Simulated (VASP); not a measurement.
Here is a VASP 6.6.1 calculation.

INCAR

```
PREC = Accurate ; ENCUT = 700
EDIFF = 1E-6 ; ISMEAR = -1
SIGMA = 0.1 ; LREAL = False
LASPH = True ; NELM = 120
ALGO = Normal ; ISIF = 2
LWAVE = False ; LCHARG = False
NBANDS = 36 ; GGA_COMPAT = False
```

File KPOINTS:

```
Automatic mesh
0
Gamma
  4 4 6
```

Contents of POSCAR:

```
TaN
1.0
    2.6032410000      4.5089440000      0.0000000000
   -2.6032410000      4.5089440000      0.0000000000
    0.0000000000      0.0000000000      2.9200480000
Ta N
3 3
Direct
    0.0000000000      0.0000000000      0.0000000000
    0.3333000000      0.3334000000      0.5000000000
    0.6666000000      0.6667000000      0.5000000000
    0.5000000000      0.5000000000      0.0000000000
    0.5000000000      0.0000000000      0.0000000000
    0.0000000000      0.5000000000      0.0000000000
```

Potentials or basis: VASP PAW LDA potentials, release 64 (Ta_sv_GW, N).

Run with:

```bash
$ cat potpaw_LDA.64/Ta_sv_GW/POTCAR potpaw_LDA.64/N/POTCAR > POTCAR
$ mpirun -np 1 vasp_std > vasp.out
```

(1) Predict the largest force.

(2) What does it give for the pressure?

Answers

(1) 0.007 eV/Å.

(2) -7.3 GPa.

Caveat: the cell stands under tension.
